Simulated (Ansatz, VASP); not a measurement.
# One calculation of C, two programs

INCAR

```
ALGO = Normal
EDIFF = 1E-7
ENCUT = 520
GGA = CA
ISIF = 2
ISMEAR = 0
LASPH = True
LCHARG = False
LREAL = False
LWAVE = False
NBANDS = 36
NELM = 80
PREC = Accurate
SIGMA = 0.05
```

KPOINTS

```
k-points
0
Gamma
  12 12 2
```

POSCAR

```
C
1.0
    2.6084000000      0.0000000000      0.0000000000
   -1.3042000000      2.2589406632      0.0000000000
    0.0000000000      0.0000000000     12.4967000000
C
12
Direct
    0.0000000000      0.0000000000      0.1868599868
    0.0000000000      0.0000000000      0.6868599868
    0.0000000000      0.0000000000      0.3131400132
    0.0000000000      0.0000000000      0.8131400132
    0.3333333333      0.6666666667      0.5207718743
    0.6666666667      0.3333333333      0.0207718743
    0.3333333333      0.6666666667      0.9792281257
    0.6666666667      0.3333333333      0.4792281257
    0.3333333333      0.6666666667      0.6450609412
    0.6666666667      0.3333333333      0.1450609412
    0.3333333333      0.6666666667      0.8549390588
    0.6666666667      0.3333333333      0.3549390588
```

Input for Ansatz:

```yaml
crystal:
  lattice:
    - [2.6084, 0.0, 0.0]
    - [-1.3042, 2.2589406632, 0.0]
    - [0.0, 0.0, 12.4967]
  atoms:
    - { symbol: C, position: [0.0, 0.0, 0.1868599868] }
    - { symbol: C, position: [0.0, 0.0, 0.6868599868] }
    - { symbol: C, position: [0.0, 0.0, 0.3131400132] }
    - { symbol: C, position: [0.0, 0.0, 0.8131400132] }
    - { symbol: C, position: [0.3333333333, 0.6666666667, 0.5207718743] }
    - { symbol: C, position: [0.6666666667, 0.3333333333, 0.0207718743] }
    - { symbol: C, position: [0.3333333333, 0.6666666667, 0.9792281257] }
    - { symbol: C, position: [0.6666666667, 0.3333333333, 0.4792281257] }
    - { symbol: C, position: [0.3333333333, 0.6666666667, 0.6450609412] }
    - { symbol: C, position: [0.6666666667, 0.3333333333, 0.1450609412] }
    - { symbol: C, position: [0.3333333333, 0.6666666667, 0.8549390588] }
    - { symbol: C, position: [0.6666666667, 0.3333333333, 0.3549390588] }
basis:
  ecutwfc: 520.0
kpoints:
  mp_grid: { grid: [12, 12, 2] }
hamiltonian:
  xc: lda
  pseudopotentials: { kind: paw, azcp: { folder: soft_1 } }
scf:
  occupations: { method: gaussian, width: 0.05 }
output:
  forces: true
  stress: true
  eigenvalues: true
```

Alike in both runs: task single point; functional LDA; k mesh 12 × 12 × 2; occupations gaussian, width 0.05 eV; no spin polarisation.

|  | VASP | Ansatz |
| --- | --- | --- |
| version | VASP 6.6.1 | Ansatz 0.2.0 |
| potentials or method | VASP PAW LDA potentials, release 64 (C), cutoff 520 eV | scalar-relativistic, plane waves, PAW |
| valence electrons in the cell | 48 | 48 |

|  | VASP | Ansatz | Ansatz less VASP |
| --- | --- | --- | --- |
| gap on the k mesh at the Fermi level (eV) | 3.97 | 3.98 | +0.010 |
| least direct gap on the mesh (eV) | 4.83 | 4.83 | +0.002 |
| rms of the force components (eV/Å) | 0.025 | 0.024 | -0.0014 |

Ansatz warns that its potentials were made for another functional, while VASP's fit it. LDA's correlation is that of Perdew and Zunger in VASP and of Perdew and Wang (1992) in Ansatz. Atom by atom the forces differ by 0.005 eV/Å (rms over components).
